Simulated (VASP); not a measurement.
# Ta (Im-3m) in VASP: notebook, part 2 of 2

VASP 6.6.1.

### 3 Single point, PBE (strained)

Contents of INCAR:

```
SYSTEM = Ta
  PREC = Accurate
  ENCUT = 520
  EDIFF = 1E-6
  ISMEAR = 0
  SIGMA = 0.1
  LREAL = .False.
  LASPH = .True.
  NELM = 60
  ALGO = Normal
  ISIF = 2
  LWAVE = .False.
  LCHARG = .False.
  GGA = PE
  NBANDS = 12
```

Contents of KPOINTS:

```
regular mesh
0
Gamma
  18 18 18
  0 0 0
```

Contents of POSCAR:

```
Ta
1.0
   -1.6962113288      1.6962113288      1.6962113288
    1.6962113288     -1.6962113288      1.6962113288
    1.6962113288      1.6962113288     -1.6962113288
Ta
1
Direct
    0.0000000000      0.0000000000      0.0000000000
```

Potentials or basis: VASP PAW PBE potentials, release 64 (Ta_pv).

Run with:

```
$ cat potpaw_PBE.64/Ta_pv/POTCAR > POTCAR
$ mpirun -np 1 vasp_std > vasp.out
```

OUTCAR:

```text
SYSTEM = Ta
   PREC = Accurate
   ENCUT = 520
   EDIFF = 1E-6
   ISMEAR = 0
   LREAL = .False.
   LASPH = .True.
   NELM = 60
   ISIF = 2
   GGA = PE

 ion  position               nearest neighbor table
   1  0.000  0.000  0.000-

  LATTYP: Found a body centered cubic cell.
 ALAT       =     3.3924226576

  Lattice vectors:

 A1 = (  -1.6962113288,   1.6962113288,   1.6962113288)
 A2 = (   1.6962113288,  -1.6962113288,   1.6962113288)
 A3 = (   1.6962113288,   1.6962113288,  -1.6962113288)

[... 530 lines left out ...]
      4       1.1579      2.00000
      5       3.6267      2.00000
      6       5.3120      0.00000
      7       8.3033      0.00000
      8       9.4526      0.00000
      9      11.9938      0.00000
     10      15.2009      0.00000
     11      17.3060      0.00000
     12      19.2702      0.00000

 [... further k-points ...]
[... 5 lines left out ...]
  --------------------------------------------------------------------------------------
  -------------------------------------------------------------------------------------
  Total       -1.3743937     -1.3743937     -1.3743937     -0.0000000      0.0000000     -0.0000000
  in kB     -112.8033155   -112.8033155   -112.8033155     -0.0000000      0.0000000     -0.0000000
  external PRESSURE =    -112.8033155 kB  Pullay stress =       0.0000000 kB

 VOLUME and BASIS-vectors are now :
 -----------------------------------------------------------------------------
  energy-cutoff  :      520.00
  volume of cell :       19.52
      direct lattice vectors                 reciprocal lattice vectors
    -1.696211329  1.696211329  1.696211329     0.000000000  0.294774591  0.294774591
     1.696211329 -1.696211329  1.696211329     0.294774591  0.000000000  0.294774591
     1.696211329  1.696211329 -1.696211329     0.294774591  0.294774591  0.000000000

 POSITION                                       TOTAL-FORCE (eV/Angst)
 -----------------------------------------------------------------------------------
      0.00000      0.00000      0.00000         0.000000     -0.000000      0.000000
 -----------------------------------------------------------------------------------
    total drift:                               -0.000000      0.000000     -0.000000

  FREE ENERGIE OF THE ION-ELECTRON SYSTEM (eV)
  ---------------------------------------------------
  free  energy   TOTEN  =       -11.7709155266 eV

  energy  without entropy=      -11.7641931118  energy(sigma->0) =      -11.76755432
```

stdout:

```text
POSCAR found type information on POSCAR Ta
 POSCAR found :  1 types and       1 ions
 scaLAPACK will be used
 LDA part: xc-table for (Slater+PW92), standard interpolation
 POSCAR, INCAR and KPOINTS ok, starting setup
 FFT: planning ... GRIDC
 FFT: planning ... GRID_SOFT
 FFT: planning ... GRID
 WAVECAR not read
 entering main loop
```

It took 22 s on 1 thread of Intel Xeon 6975P-C, shared host; peak memory 0.17 GiB.

What came out:

| Item | Value |
| --- | --- |
| Free energy | -11.7709 eV |
| Pressure | -11.3 GPa |

Caveat: the cell differs from its parent crystal (strained); spin-orbit coupling is left out, which moves the levels of the heavy elements.

### 4 Single point, PBE (strained)

Contents of INCAR:

```
SYSTEM = Ta
ALGO     = Normal         ! electronic algorithm
EDIFF    = 1E-6           ! SCF threshold, eV
ENCUT    = 520            ! plane-wave cutoff, eV
GGA      = PE             ! functional
ISIF     = 2              ! what is computed and relaxed
ISMEAR   = 0              ! smearing method
LASPH    = .TRUE.         ! aspherical terms in the spheres
LCHARG   = .FALSE.        ! write CHGCAR
LREAL    = .FALSE.        ! projectors in reciprocal space
LWAVE    = .FALSE.        ! write WAVECAR
NBANDS   = 12             ! bands
NELM     = 80             ! most SCF steps
PREC     = Accurate       ! precision mode
SIGMA    = 0.1            ! smearing width, eV
```

Contents of KPOINTS:

```
k-points
0
G
  18 18 18
  0 0 0
```

Contents of POSCAR:

```
Ta
1.0
   -1.7058052656      1.7058052656      1.7058052656
    1.7058052656     -1.7058052656      1.7058052656
    1.7058052656      1.7058052656     -1.7058052656
Ta
1
Direct
    0.0000000000      0.0000000000      0.0000000000
```

Run with:

```
$ cat potpaw_PBE.64/Ta_pv/POTCAR > POTCAR
$ mpirun -np 1 vasp_std > vasp.out
```

Wall time 24 s (1 thread of Intel Xeon 6975P-C, shared host); peak memory 0.17 GiB.

Results (log left out):

- Free energy: -11.7450 eV
- Pressure: -13.7 GPa

Levels at points of the mesh, in eV from the Fermi level:
```csv
k point,band 3,band 4,band 5,band 6,band 7,band 8,band 9,band 10
"(0.00, 0.00, 0.00)",-33.46,-7.53,0.72,0.72,0.72,3.66,3.66,14.56
"(0.50, 0.00, 0.00)",-33.46,-3.97,-1.28,1.20,3.49,4.40,6.88,10.23
"(0.50, 0.50, 0.50)",-34.06,-3.26,-3.26,6.06,6.06,6.06,7.82,7.82
```

Caveat: the cell differs from its parent crystal (strained); spin-orbit coupling is left out, which moves the levels of the heavy elements.

### 5 Single point, PBE (strained)

Contents of INCAR:

```
SYSTEM = Ta
PREC = Accurate
ENCUT = 520
EDIFF = 1E-6
ISMEAR = 0
SIGMA = 0.1
LREAL = .False.
LASPH = .True.
NELM = 80
ALGO = Normal
ISIF = 2
LWAVE = .False.
LCHARG = .False.
GGA = PE
NBANDS = 12
```

Contents of KPOINTS:

```
regular mesh
0
Gamma
  18 18 18
  0 0 0
```

Contents of POSCAR:

```
Ta
1.0
   -1.7092564408      1.7092564408      1.7092564408
    1.7092564408     -1.7092564408      1.7092564408
    1.7092564408      1.7092564408     -1.7092564408
Ta
1
Direct
    0.0000000000      0.0000000000      0.0000000000
```

Potentials or basis: VASP PAW PBE potentials, release 64 (Ta_pv).

Run with:

```
$ cat potpaw_PBE.64/Ta_pv/POTCAR > POTCAR
$ mpirun -np 1 vasp_std > vasp.out
```

OUTCAR:

```text
SYSTEM = Ta
   PREC = Accurate
   ENCUT = 520
   EDIFF = 1E-6
   ISMEAR = 0
   LREAL = .False.
   LASPH = .True.
   NELM = 80
   ISIF = 2
   GGA = PE

 ion  position               nearest neighbor table
   1  0.000  0.000  0.000-

  LATTYP: Found a body centered cubic cell.
 ALAT       =     3.4185128816

  Lattice vectors:

 A1 = (  -1.7092564408,   1.7092564408,   1.7092564408)
 A2 = (   1.7092564408,  -1.7092564408,   1.7092564408)
 A3 = (   1.7092564408,   1.7092564408,  -1.7092564408)

Analysis of symmetry for initial positions (statically):
=====================================================================
 Subroutine PRICEL returns:
 Original cell was already a primitive cell.

 Routine SETGRP: Setting up the symmetry group for a
 body centered cubic supercell.

 Subroutine GETGRP returns: Found 48 space group operations
 (whereof 48 operations were pure point group operations)
 out of a pool of 48 trial point group operations.

The static configuration has the point symmetry O_h .

Analysis of symmetry for dynamics (positions and initial velocities):
[... 160 lines left out ...]
 val. band max:        4.6695802744   @ k =  -0.1667   0.2778   0.0556
 cond. band min:       4.6904171574   @ k =   0.1111   0.0556   0.0556
 fundamental gap:      0.0208368831
 Fermi energy:         4.6777539641

 k-point     1 :       0.0000    0.0000    0.0000
  band No.  band energies     occupation
      1     -28.8049      2.00000
      2     -28.8049      2.00000
      3     -28.8049      2.00000
      4      -2.8293      2.00000
      5       5.3951      0.00000
      6       5.3951      0.00000
      7       5.3951      0.00000
      8       8.3136      0.00000
      9       8.3136      0.00000
     10      19.2057      0.00000
     11      19.2057      0.00000
     12      19.2057      0.00000
[... 331 lines left out ...]
 k-point    24 :       0.3889    0.1111   -0.0000
  band No.  band energies     occupation
      1     -29.5816      2.00000
      2     -29.0990      2.00000
      3     -28.8440      2.00000
      4       1.0614      2.00000
      5       3.5026      2.00000
      6       5.0908      0.00000
      7       8.0427      0.00000
      8       9.1532      0.00000
      9      11.6133      0.00000
     10      14.7120      0.00000
     11      16.9817      0.00000
     12      19.0129      0.00000

 [... further k-points ...]
[... 5 lines left out ...]
  --------------------------------------------------------------------------------------
  -------------------------------------------------------------------------------------
  Total       -1.8189018     -1.8189018     -1.8189018      0.0000000     -0.0000000      0.0000000
  in kB     -145.8942447   -145.8942447   -145.8942447      0.0000000     -0.0000000      0.0000000
  external PRESSURE =    -145.8942447 kB  Pullay stress =       0.0000000 kB

 VOLUME and BASIS-vectors are now :
 -----------------------------------------------------------------------------
  energy-cutoff  :      520.00
  volume of cell :       19.97
      direct lattice vectors                 reciprocal lattice vectors
    -1.709256441  1.709256441  1.709256441     0.000000000  0.292524859  0.292524859
     1.709256441 -1.709256441  1.709256441     0.292524859  0.000000000  0.292524859
     1.709256441  1.709256441 -1.709256441     0.292524859  0.292524859  0.000000000

 POSITION                                       TOTAL-FORCE (eV/Angst)
 -----------------------------------------------------------------------------------
      0.00000      0.00000      0.00000        -0.000000     -0.000000      0.000000
 -----------------------------------------------------------------------------------
    total drift:                                0.000000      0.000000     -0.000000

  FREE ENERGIE OF THE ION-ELECTRON SYSTEM (eV)
  ---------------------------------------------------
  free  energy   TOTEN  =       -11.7343067835 eV

  energy  without entropy=      -11.7271711455  energy(sigma->0) =      -11.73073896
```

stdout:

```text
POSCAR found type information on POSCAR Ta
 POSCAR found :  1 types and       1 ions
 scaLAPACK will be used
 LDA part: xc-table for (Slater+PW92), standard interpolation
 POSCAR, INCAR and KPOINTS ok, starting setup
 FFT: planning ... GRIDC
 FFT: planning ... GRID_SOFT
 FFT: planning ... GRID
 WAVECAR not read
 entering main loop
```

It took 25 s on 1 thread of Intel Xeon 6975P-C, shared host; peak memory 0.17 GiB.

What came out:

| Property | Result |
| --- | --- |
| Free energy | -11.7343 eV |
| Pressure | -14.6 GPa |

Levels at points of the mesh, in eV from the Fermi level:
```
           k point  band 3  band 4  band 5  band 6  band 7  band 8  band 9  band 10
(0.00, 0.00, 0.00)  -33.48   -7.51    0.72    0.72    0.72    3.64    3.64    14.53
(0.50, 0.00, 0.00)  -33.49   -3.94   -1.27    1.18    3.46    4.37    6.82    10.14
(0.50, 0.50, 0.50)  -34.07   -3.23   -3.23    6.02    6.02    6.02    7.77     7.77
```

Caveat: the cell differs from its parent crystal (strained); spin-orbit coupling is left out, which moves the levels of the heavy elements.

### 6 Summary

```csv
cell,gap on the mesh (eV),pressure (GPa)
"a = 2.902 Å, angles 109.5°, 1 atom",none,-5.3
"a = 2.938 Å, angles 109.5°, 1 atom",none,-11.3
"a = 2.955 Å, angles 109.5°, 1 atom",none,-13.7
"a = 2.961 Å, angles 109.5°, 1 atom",none,-14.6
```

Alike in all rows: task single point; level PBE; potentials or basis VASP PAW PBE potentials, release 64 (Ta_pv); no spin polarisation; k mesh 18 × 18 × 18; cutoff (eV) 520; smearing gaussian 0.1 eV.

Caveats: spin-orbit coupling is left out, which moves the levels of the heavy elements.

Total energies depend on the potentials used, so only differences within one code and one set of settings carry meaning.
